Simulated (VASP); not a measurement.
Runs of VASP 6.6.1 on LiS3. The structure is that of space group Pm-3m (No. 221), or close to it. The cells are those of the table. 

```csv
task,cell,k mesh,cutoff (eV),gap on the mesh (eV),pressure (GPa),relaxed volume (Å³/atom)
single point,"a = 4.410 Å, 4 atoms",10 × 10 × 10,520,none,-,-
relaxation of cell and atoms,"relaxed from a = 4.403 Å, 4 atoms",10 × 10 × 10,600,none,0.1,(a)
single point,"a = 4.403 Å, 4 atoms",4 × 4 × 4,520,none,-,-
relaxation of cell and atoms,"relaxed from a = 4.613 Å, 4 atoms",4 × 4 × 4,600,none,-0.2,21.43
single point,"a = 4.613 Å, 4 atoms",4 × 4 × 4,520,none,-,-
```

Alike in all rows: level PBE; potentials or basis VASP PAW PBE potentials, release 64 (Li_sv, S); no spin polarisation; smearing gaussian 0.1 eV.

Question: Fill in the values left out.

Answer: (a) 21.41.

Caveats: the cutoff is under 1.25 times the usual one of these potentials, so pressure, stress and relaxed cells hold a basis-set (Pulay) error.

A gap of «none» marks levels without a gap at the run's occupations.
